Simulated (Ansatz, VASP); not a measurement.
# Se in VASP and in Ansatz

File INCAR:

```
PREC = Accurate ; ENCUT = 520
EDIFF = 1E-7 ; ISMEAR = -1
SIGMA = 0.08 ; LREAL = F
LASPH = T ; NELM = 60
ALGO = Normal ; ISIF = 2
LWAVE = F ; LCHARG = F
GGA = PS ; NBANDS = 13
```

The input KPOINTS:

```
regular mesh
0
Gamma
  11 11 11
```

POSCAR

```
Se
1.0
    0.0000000000      3.1109632143      3.1109632143
    3.1109632143      0.0000000000      3.1109632143
    3.1109632143      3.1109632143      0.0000000000
Se
2
Direct
   -0.1250000000     -0.1250000000     -0.1250000000
    0.1250000000      0.1250000000      0.1250000000
```

Input for Ansatz:

```yaml
crystal:
  lattice:
    - [0.0, 3.1109632143, 3.1109632143]
    - [3.1109632143, 0.0, 3.1109632143]
    - [3.1109632143, 3.1109632143, 0.0]
  atoms:
    - { symbol: Se, position: [-0.125, -0.125, -0.125] }
    - { symbol: Se, position: [0.125, 0.125, 0.125] }
kpoints:
  mp_grid: { grid: [11, 11, 11] }
  band_path:
    path:
      - [0.0, 0.0, 0.0]
      - [0.5, 0.0, 0.5]
      - [0.625, 0.25, 0.625]
      - [0.375, 0.375, 0.75]
      - [0.0, 0.0, 0.0]
      - [0.5, 0.5, 0.5]
      - [0.5, 0.25, 0.75]
      - [0.5, 0.0, 0.5]
    npoints: 14
scf:
  occupations: { method: fermi_dirac, width: 0.08 }
hamiltonian:
  xc: pbesol
  pseudopotentials: { kind: all_electron, lapw: { basis_error: 0.001 } }
output:
  forces: true
  stress: true
  eigenvalues: true
  populations: true
  dos: { projected: true, de: 0.2, e_range: [-14, 8] }
```

Alike in both runs: task single point; functional PBEsol; k mesh 11 × 11 × 11; occupations fermi-dirac, width 0.08 eV; no spin polarisation.

```csv
,VASP,Ansatz
version,VASP 6.6.1,Ansatz 0.2.0
potentials or method,"VASP PAW PBE potentials, release 64 (Se), cutoff 520 eV","all-electron LAPW, scalar-relativistic"
```

```csv
,VASP,Ansatz,Ansatz less VASP
pressure (GPa),0.1,0.0,-0.06
```

VASP's potentials were made for PBE, not for PBEsol. Ansatz ran all-electron here, and VASP with PAW potentials.
